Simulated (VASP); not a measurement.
Wanted: the native input for a VASP 6.6.1 run.

* Task: single point
* Functional: PBE
* Potentials or basis: VASP PAW PBE potentials, release 64 (Zn, Cu)
* Cutoff: 520 eV
* k mesh: 11 × 11 × 7
* Occupations: fermi-dirac, width 0.05 eV
* Spin: no spin polarisation
* Dipole correction: no
* Further INCAR settings: ALGO = Normal; EDIFF = 1e-06; NBANDS = 18

The structure of ZnCu lies in POSCAR:

```
ZnCu
1.0
    1.5172236447     -2.1628832683      0.0000000000
    1.5172236447      2.1628832683      0.0000000000
    0.0000000000      0.0000000000      4.2219577160
Zn Cu
1 1
Direct
    0.5000000000      0.5000000000      0.5000000000
    0.0000000000      0.0000000000      0.0000000000
```

One way to write it, as run:

INCAR

```
PREC = Accurate
ENCUT = 520
EDIFF = 1E-6
ISMEAR = -1
SIGMA = 0.05
LREAL = F
LASPH = T
NELM = 80
ALGO = Normal
ISIF = 2
LWAVE = F
LCHARG = F
GGA = PE
NBANDS = 18
```

KPOINTS

```
regular mesh
0
Gamma
  11 11 7
```

Potentials or basis: VASP PAW PBE potentials, release 64 (Zn, Cu).

Run with:

```sh
$ cat potpaw_PBE.64/Zn/POTCAR potpaw_PBE.64/Cu/POTCAR > POTCAR
$ mpirun -np 1 vasp_std > vasp.out
```

It gave:

* Pressure: -4.7 GPa
* Band gap on the k mesh: zero (an odd number of electrons rules out a gap without spin polarisation)

Caveat: the cell stands under tension.

Run time: 55 s on 1 thread of Intel Xeon 8259CL, on a shared host, peak memory 0.19 GiB.
